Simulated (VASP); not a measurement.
# Cd4Se3 (P3m1) in VASP: notebook

Cd4Se3 is run at these levels: PBE; tasks: relaxation of cell and atoms, single point.

All numbers are computed with VASP 6.6.1; they aren't measurements. Logs are shortened: lines on timing, memory, paths and dates and some standing lists are left out, and cuts for length are marked.

### 1 The cell of the first run

The structure is trigonal, space group P3m1 (No. 156). The conventional cell has a = 4.300 Å, b = 4.300 Å, c = 12.600 Å, α = 90.00°, β = 90.00°, γ = 120.00°. Cd (site symmetry 3m) has 1 Se at 2.63 Å and 3 Cd at 3.04 Å within 3.5 Å. Within 3.5 Å of Cd (site symmetry 3m) lie 4 Se at 2.62 to 2.63 Å. Cd (site symmetry 3m) has 4 Se at 2.63 Å within 3.5 Å. Cd (site symmetry 3m) has 3 Se at 2.76 Å and 3 Cd at 3.04 Å within 3.6 Å. Within 3.5 Å of Se (site symmetry 3m) lie 4 Cd at 2.63 Å. Se (site symmetry 3m) has 4 Cd at 2.62 to 2.63 Å within 3.5 Å. Within 3.5 Å of Se (site symmetry 3m) lie 4 Cd at 2.63 to 2.76 Å.

### 2 Relaxation of cell and atoms, PBE

File INCAR:

```
SYSTEM = Cd4Se3
PREC = Accurate
ENCUT = 600
EDIFF = 1E-6
ISMEAR = 0
SIGMA = 0.2
LREAL = .False.
LASPH = .True.
NELM = 60
ALGO = Normal
ISIF = 3
LWAVE = .False.
LCHARG = .False.
GGA = PE
IBRION = 2
NSW = 36
EDIFFG = -0.08
```

File KPOINTS:

```
Automatic mesh
0
Gamma
  4 4 2
  0 0 0
```

File POSCAR:

```
Cd4Se3
1.0
    4.3000000000      0.0000000000      0.0000000000
   -2.1500000000      3.7239092400      0.0000000000
    0.0000000000      0.0000000000     12.6000000000
Cd Se
4 3
Direct
    0.0000000000      0.0000000000      0.7660000000
    0.6666666700      0.3333333300      0.4870000000
    0.3333333300      0.6666666700      0.2090000000
    0.6666666700      0.3333333300      0.9050000000
    0.0000000000      0.0000000000      0.5570000000
    0.6666666700      0.3333333300      0.2790000000
    0.3333333300      0.6666666700      0.0000000000
```

Potentials or basis: VASP PAW PBE potentials, release 64 (Cd, Se).

The run is started by

```sh
> cat potpaw_PBE.64/Cd/POTCAR potpaw_PBE.64/Se/POTCAR > POTCAR
> mpirun -np 1 vasp_std > vasp.out
```

OUTCAR:

```text
SYSTEM = Cd4Se3
   PREC = Accurate
   ENCUT = 600
   EDIFF = 1E-6
   ISMEAR = 0
   LREAL = .False.
   LASPH = .True.
   NELM = 60
   ISIF = 3
   GGA = PE
   IBRION = 2
   NSW = 36
   EDIFFG = -0.08

 ion  position               nearest neighbor table
   1  0.000  0.000  0.766-   5 2.63   4 3.04   4 3.04   4 3.04
   2  0.667  0.333  0.487-   6 2.62   5 2.63   5 2.63   5 2.63
   3  0.333  0.667  0.209-   7 2.63   6 2.63   6 2.63   6 2.63
   4  0.667  0.333  0.905-   7 2.76   7 2.76   7 2.76   1 3.04   1 3.04   1 3.04
   5  0.000  0.000  0.557-   1 2.63   2 2.63   2 2.63   2 2.63
   6  0.667  0.333  0.279-   2 2.62   3 2.63   3 2.63   3 2.63
   7  0.333  0.667  0.000-   3 2.63   4 2.76   4 2.76   4 2.76

  LATTYP: Found a hexagonal cell.
 ALAT       =     4.3000000000
 C/A-ratio  =     2.9302325581

  Lattice vectors:

 A1 = (   4.3000000000,   0.0000000000,   0.0000000000)
 A2 = (  -2.1500000000,   3.7239092400,   0.0000000000)
 A3 = (   0.0000000000,   0.0000000000,  12.6000000000)

Analysis of symmetry for initial positions (statically):
=====================================================================
 Subroutine PRICEL returns:
 Original cell was already a primitive cell.

 Routine SETGRP: Setting up the symmetry group for a
 hexagonal supercell.

 Subroutine GETGRP returns: Found  6 space group operations
 (whereof  6 operations were pure point group operations)
 out of a pool of 24 trial point group operations.

The static configuration has the point symmetry C_3v.

Analysis of symmetry for dynamics (positions and initial velocities):
=====================================================================
 Subroutine PRICEL returns:
 Original cell was already a primitive cell.

 Routine SETGRP: Setting up the symmetry group for a
 hexagonal supercell.

 Subroutine GETGRP returns: Found  6 space group operations
 (whereof  6 operations were pure point group operations)
 out of a pool of 24 trial point group operations.

The dynamic configuration has the point symmetry C_3v.

 Subroutine INISYM returns: Found  6 space group operations
 (whereof  6 operations are pure point group operations),
 and found     1 'primitive' translations

----------------------------------------------------------------------------------------

                                     Primitive cell

  volume of cell :     201.7614

  direct lattice vectors                    reciprocal lattice vectors
     4.300000000  0.000000000  0.000000000     0.232558140  0.134267504  0.000000000
    -2.150000000  3.723909240  0.000000000     0.000000000  0.268535009  0.000000000
     0.000000000  0.000000000 12.600000000     0.000000000  0.000000000  0.079365079

  length of vectors
     4.300000000  4.300000003 12.600000000     0.268535009  0.268535009  0.079365079

  position of ions in fractional coordinates (direct lattice)
     0.000000000  0.000000000  0.766000000
     0.666666670  0.333333330  0.487000000
     0.333333330  0.666666670  0.209000000
     0.666666670  0.333333330  0.905000000
     0.000000000  0.000000000  0.557000000
     0.666666670  0.333333330  0.279000000
     0.333333330  0.666666670  0.000000000

  ion indices of the primitive-cell ions
   primitive index   ion index
                 1           1
                 2           2
                 3           3
                 4           4
                 5           5
                 6           6
                 7           7

----------------------------------------------------------------------------------------

 KPOINTS: Automatic mesh

Automatic generation of k-mesh.
 Grid dimensions read from file:
 generate k-points for:    4    4    2

 Generating k-lattice:

  Cartesian coordinates                     Fractional coordinates (reciprocal lattice)
     0.058139535  0.033566876  0.000000000     0.250000000  0.000000000  0.000000000
     0.000000000  0.067133752  0.000000000     0.000000000  0.250000000  0.000000000
     0.000000000  0.000000000  0.039682540     0.000000000  0.000000000  0.500000000

  Length of vectors
     0.067133752  0.067133752  0.039682540

  Shift w.r.t. Gamma in fractional coordinates (k-lattice)
     0.000000000  0.000000000  0.000000000

 Subroutine IBZKPT returns following result:
 ===========================================

 Found      8 irreducible k-points:

 Following reciprocal coordinates:
            Coordinates               Weight
  0.000000  0.000000  0.000000      1.000000
  0.250000  0.000000  0.000000      6.000000
  0.500000  0.000000  0.000000      3.000000
  0.250000  0.250000  0.000000      6.000000
  0.000000  0.000000  0.500000      1.000000
  0.250000  0.000000  0.500000      6.000000
  0.500000  0.000000  0.500000      3.000000
  0.250000  0.250000  0.500000      6.000000
   k-points           NKPTS =      8   k-points in BZ     NKDIM =      8   number of bands    NBANDS=     39
   number of dos      NEDOS =    301   number of ions     NIONS =      7
   total plane-waves  NPLWV = 139968
   dimension x,y,z NGX =    36 NGY =   36 NGZ =  108
   dimension x,y,z NGXF=    72 NGYF=   72 NGZF=  216
   ions per type =               4   3
   NGX,Y,Z   is equivalent  to a cutoff of  13.92, 13.92, 14.25 a.u.
   NGXF,Y,Z  is equivalent  to a cutoff of  27.84, 27.84, 28.50 a.u.
 SYSTEM =  Cd4Se3
   PREC   = accura    normal or accurate (medium, high low for compatibility)
   ISTART =      0    job   : 0-new  1-cont  2-samecut
   ICHARG =      2    charge: 1-file 2-atom 10-const
   ISPIN  =      1    spin polarized calculation?
   LNONCOLLINEAR =      F non collinear calculations
   LSORBIT =      F    spin-orbit coupling
   LASPH  =      T    aspherical Exc in radial PAW
   ENCUT  =  600.0 eV  44.10 Ry    6.64 a.u.   8.59  8.59 25.17*2*pi/ulx,y,z
   NELM   =     60;   NELMIN=  2; NELMDL= -5     # of ELM steps
   EDIFF  = 0.1E-05   stopping-criterion for ELM
   LREAL  =      F    real-space projection
   EDIFFG = -.8E-01   stopping-criterion for IOM
   NSW    =     36    number of steps for IOM
   IBRION =      2    ionic relax: 0-MD 1-quasi-New 2-CG
   NFREE  =      1    steps in history (QN), initial steepest desc. (CG)
   ISIF   =      3    stress and relaxation
   ISYM   =      2    0-nonsym 1-usesym 2-fastsym
   POTIM  = 0.5000    time-step for ionic-motion
   TEBEG  =    0.0;   TEEND  =   0.0 temperature during run
   PSTRESS=    0.0 pullay stress
   NELECT =      66.0000    total number of electrons
   NUPDOWN=      -1.0000    fix difference up-down
   EMIN   =  10.00;   EMAX   =-10.00  energy-range for DOS
   EFERMI =   0.00;   METHOD = LEGACY
   ISMEAR =     0;   SIGMA  =   0.20  broadening in eV -4-tet -1-fermi 0-gaus
   EFERMI_NEDOS =   21; number of points for ismear=-14 and -15
   IALGO  =     38    algorithm
   IMIX   =      4    mixing-type and parameters
     AMIX     =   0.40;   BMIX     =  1.00
     AMIX_MAG =   1.60;   BMIX_MAG =  1.00
  volume/ion in A,a.u.               =      28.82       194.51
  Fermi-wavevector in a.u.,A,eV,Ry     =   1.128003  2.131616 17.311916  1.272390
  Thomas-Fermi vector in A             =   2.264691
   LORBIT       =      0    0 simple, 1 ext, 2 COOP (PROOUT), +10 PAW based schemes
   GGA     = PE    functional components
   LHFCALC =     F    Hartree Fock is set to
   AEXX    =    0.0000 exact exchange contribution
   IVDW    =     0    specifies the selected vdW correction
   LEPSILON=     F    determine dielectric tensor
   LRPA    =     F    only Hartree local field effects (RPA)
 conjugate gradient relaxation of ions
 non-spin polarized calculation
 Gauss-broadening in eV      SIGMA  =   0.20
  energy-cutoff  :      600.00
  volume of cell :      201.76
 maximum number of plane-waves:      6782
 NGX is ok and might be reduce to    36
   NGX = 17   NGY = 17   NGZ = 51

--------------------------------------- Ionic step        1  -------------------------------------------

 number of electron      65.9999988 magnetization

 Free energy of the ion-electron system (eV)
  ---------------------------------------------------
  ext. energy  EPLUGINS =         0.00000000
  ---------------------------------------------------
  free energy    TOTEN  =       -16.27467933 eV

  energy without entropy =      -16.25961076  energy(sigma->0) =      -16.26714504

------------------------ aborting loop because EDIFF is reached ----------------------------------------

  FORCE on cell =-STRESS in cart. coord.  units (eV):
  Direction    XX          YY          ZZ          XY          YZ          ZX
  --------------------------------------------------------------------------------------
  -------------------------------------------------------------------------------------
  Total        1.4834814      1.4834814      3.3762016      0.0000000      0.0000000     -0.0000000
  in kB       11.7802524     11.7802524     26.8102501      0.0000000      0.0000000     -0.0000000
  external PRESSURE =      16.7902516 kB  Pullay stress =       0.0000000 kB
[... 272 lines left out ...]
  energy  without entropy=      -16.3437792092  energy(sigma->0) =      -16.34987180

--------------------------------------- Ionic step        8  -------------------------------------------

 number of electron      65.9999991 magnetization

 Free energy of the ion-electron system (eV)
  ---------------------------------------------------
  ext. energy  EPLUGINS =         0.00000000
  ---------------------------------------------------
  free energy    TOTEN  =       -16.35753721 eV

  energy without entropy =      -16.34585816  energy(sigma->0) =      -16.35169768

 E-fermi :   0.8807     XC(G=0):  -8.7046

 val. band max:        0.6563668876   @ k =   0.0000   0.0000   0.5000
 cond. band min:       1.0584570856   @ k =   0.5000   0.0000   0.5000
 fundamental gap:      0.4020901980
 Fermi energy:         0.8806958284

 k-point     1 :       0.0000    0.0000    0.0000
  band No.  band energies     occupation
      1     -11.8296      2.00000
      2     -11.6860      2.00000
      3     -11.5726      2.00000
      4      -7.5941      2.00000
      5      -7.5941      2.00000
      6      -7.4512      2.00000
[... 359 lines left out ...]
  FREE ENERGIE OF THE ION-ELECTRON SYSTEM (eV)
  ---------------------------------------------------
  free  energy   TOTEN  =       -16.3575372055 eV

  energy  without entropy=      -16.3458581622  energy(sigma->0) =      -16.35169768

 reached required accuracy - stopping structural energy minimisation
```

It took 11 min on 1 thread of Intel Xeon 8259CL, shared host; peak memory 0.42 GiB.

What came out:

| Quantity | Value |
| --- | --- |
| Free energy | -16.3575 eV |
| Relaxed volume | 30.00 Å³/atom |
| Relaxed cell | a = 4.307 Å, b = 4.307 Å, c = 13.072 Å, α = 90.00°, β = 90.00°, γ = 120.00° |
| Space group after relaxing (to 0.1 Å) | P3m1 (No. 156) |
| Energy gained by relaxing | 11.8 meV/atom |
| Ionic steps | 8 |
| Pressure after relaxing | 0.1 GPa |
| Largest force after relaxing | 0.060 eV/Å |
| Band gap on the k mesh | 0.40 eV (least direct gap 0.60 eV) |

Forces in eV/Å, atoms in the order of the input:
```
Cd   0.000  0.000  0.001
Cd   0.000  0.000 -0.052
Cd   0.000  0.000  0.060
Cd   0.000  0.000 -0.005
Se   0.000  0.000 -0.026
Se   0.000  0.000 -0.009
Se   0.000  0.000  0.031
```

Step by step:
| step | energy change (eV) | largest force (eV/Å) | pressure (GPa) | volume (Å³) |
| --- | --- | --- | --- | --- |
| 1 | 0.0000 | 0.2546 | 1.68 | 201.76 |
| 2 | -0.0554 | 0.3240 | -0.22 | 210.70 |
| 3 | -0.0554 | 0.3222 | -0.18 | 210.52 |
| 4 | -0.0645 | 0.2530 | -0.12 | 210.28 |
| 5 | -0.0753 | 0.2277 | 0.11 | 209.57 |
| 6 | -0.0803 | 0.1442 | -0.03 | 210.39 |
| 7 | -0.0813 | 0.0927 | -0.11 | 210.96 |
| 8 | -0.0829 | 0.0595 | 0.07 | 209.98 |

Final structure:
```
Cd Se
1.0
     4.30675    0.00000    0.00000
    -2.15337    3.72975    0.00000
     0.00000    0.00000   13.07192
Cd Se
4 3
Direct
  0.00000 0.00000 0.76529
  0.66667 0.33333 0.48355
  0.33333 0.66667 0.20384
  0.66667 0.33333 0.91365
  0.00000 0.00000 0.55762
  0.66667 0.33333 0.27934
  0.33333 0.66667 0.99971
```

Levels at points of the mesh, in eV from the valence-band top:
| k point | band 31 | band 32 | band 33 | band 34 | band 35 | band 36 |
| --- | --- | --- | --- | --- | --- | --- |
| (0.00, 0.00, 0.00) | -0.48 | -0.22 | -0.22 | 1.62 | 1.98 | 2.49 |
| (0.50, 0.00, 0.00) | -1.28 | -0.98 | -0.22 | 0.66 | 2.55 | 3.33 |
| (0.00, 0.00, 0.50) | -0.21 | -0.21 | 0.00 | 0.64 | 2.30 | 2.54 |
| (0.50, 0.00, 0.50) | -1.38 | -0.92 | -0.20 | 0.40 | 2.83 | 3.28 |

Caveat: the k points lie up to 0.42 Å⁻¹ apart in the final cell; semilocal functionals underestimate gaps, and a narrow one can read as zero; the relaxation stopped at a loose force limit of 0.08 eV/Å, so its end isn't a converged minimum.

[end of part 1 of 2]

The gap in the log of VASP goes by the Fermi energy; the results here count the filled bands.